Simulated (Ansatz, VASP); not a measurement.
Mg2C3 in VASP and in Ansatz

File INCAR:

```
SYSTEM = Mg2C3
ALGO = Normal ; EDIFF = 1E-7
ENCUT = 520 ; GGA = PS
ISIF = 2 ; ISMEAR = 0
LASPH = .TRUE. ; LCHARG = .FALSE.
LREAL = .FALSE. ; LWAVE = .FALSE.
NBANDS = 16 ; NELM = 80
PREC = Accurate ; SIGMA = 0.02
```

Contents of KPOINTS:

```
k-points
0
G
  10 10 6
  0 0 0
```

The input POSCAR:

```
Mg2C3
1.0
    2.2663510981     -2.1712922823      0.0404613710
    2.2663510981      2.1712922823      0.0404613710
   -1.0698708650      0.0000000000      4.5393284977
Mg C
2 3
Direct
    0.8084443606      0.8084443606      0.2054743098
    0.1915556394      0.1915556394      0.7945256902
    0.2923208903      0.2923208903      0.2592905267
    0.7076791097      0.7076791097      0.7407094733
    0.5000000000      0.5000000000      0.5000000000
```

Input for Ansatz:

```yaml
crystal:
  lattice:
    - [2.2663510981, -2.1712922823, 0.040461371]
    - [2.2663510981, 2.1712922823, 0.040461371]
    - [-1.069870865, 0.0, 4.5393284977]
  atoms:
    - { symbol: Mg, position: [0.8084443606, 0.8084443606, 0.2054743098] }
    - { symbol: Mg, position: [0.1915556394, 0.1915556394, 0.7945256902] }
    - { symbol: C, position: [0.2923208903, 0.2923208903, 0.2592905267] }
    - { symbol: C, position: [0.7076791097, 0.7076791097, 0.7407094733] }
    - { symbol: C, position: [0.5, 0.5, 0.5] }
basis:
  ecutwfc: 420
kpoints:
  mp_grid: { grid: [10, 10, 6] }
  band_path: { path: [VBM, CBM], npoints: 2 }
hamiltonian:
  xc: pbesol
scf:
  occupations: { method: gaussian, width: 0.02 }
output:
  forces: true
  stress: true
  eigenvalues: true
checkpoint:
  read: start.run
  write: ck
  compress: false
  write_wavefunctions: false
  write_every: 100000
```

Alike in both runs: task single point; functional PBEsol; k mesh 10 × 10 × 6; occupations gaussian, width 0.02 eV; no spin polarisation.

```csv
,VASP,Ansatz
version,VASP 6.6.1,Ansatz 0.2.0
potentials or method,"VASP PAW PBE potentials, release 64 (Mg, C), cutoff 520 eV","scalar-relativistic, plane waves, PAW"
valence electrons in the cell,16,32
```

```csv
,VASP,Ansatz,Ansatz less VASP
gap on the k mesh at the Fermi level (eV),1.74,1.74,0.000
least direct gap on the mesh (eV),2.90,2.89,-0.009
rms of the force components (eV/Å),0.019,0.001,-0.0181
```

VASP's potentials were made for PBE, not for PBEsol. Atom by atom the forces differ by 0.019 eV/Å (rms over components). VASP's potentials hold 16 valence electrons a cell and Ansatz's 32, so a difference there can come from the potentials and not from the codes.
